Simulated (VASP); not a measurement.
Input of a VASP 6.6.1 run:

The input POSCAR:

```
PtS2
1.0
    3.6574265054      0.0000000000      0.0000000000
   -1.8287132527      3.0766627160      0.0000000000
    0.0000000000      0.0000000000      5.1228306135
Pt S
1 2
Direct
    0.0000000000      0.0000000000      0.0000000000
    0.3357793861      0.6715587722      0.2344970939
    0.6642206139      0.3284412278      0.7655029061
```

The input INCAR.step1:

```
SYSTEM = PtS2
  PREC = Accurate
  ENCUT = 520
  ISMEAR = 0
  SIGMA = 0.01
  LREAL = .False.
  LASPH = .True.
  NELM = 80
  NBANDS = 18
  GGA = PE
  ALGO = Normal
  EDIFF = 1E-4
  LWAVE = .True.
  LCHARG = .False.
```

Contents of INCAR.step2:

```
SYSTEM = PtS2
  PREC = Accurate
  ENCUT = 520
  EDIFF = 1E-6
  ISMEAR = 0
  SIGMA = 0.01
  LREAL = .False.
  LASPH = .True.
  NELM = 80
  ALGO = Normal
  ISIF = 2
  LWAVE = .False.
  LCHARG = .False.
  METAGGA = R2SCAN
  LMIXTAU = .True.
  NBANDS = 18
  ISTART = 1
```

Contents of KPOINTS:

```
Automatic mesh
0
Gamma
  12 12 6
  0 0 0
```

Potentials or basis: VASP PAW PBE potentials, release 64 (Pt, S).

Launch:

```bash
$ cat potpaw_PBE.64/Pt/POTCAR potpaw_PBE.64/S/POTCAR > POTCAR
$ cp INCAR.step1 INCAR
$ mpirun -np 1 vasp_std > vasp.out
$ cp INCAR.step2 INCAR
$ mpirun -np 1 vasp_std > vasp.out
```

(1) Predict the largest force.

(2) What does it give for the band gap on the k mesh?

(3) Estimate the pressure.

Results:

(1) 0.048 eV/Å.

(2) 0.74 eV, indirect (least direct gap 1.10 eV).

(3) -1.6 GPa.

Caveat: the cell differs from its parent crystal (uniaxial x strain +3.0%); the PAW data sets were made with another functional, which shifts forces and pressure a little; spin-orbit coupling is left out, which moves the levels of the heavy elements.
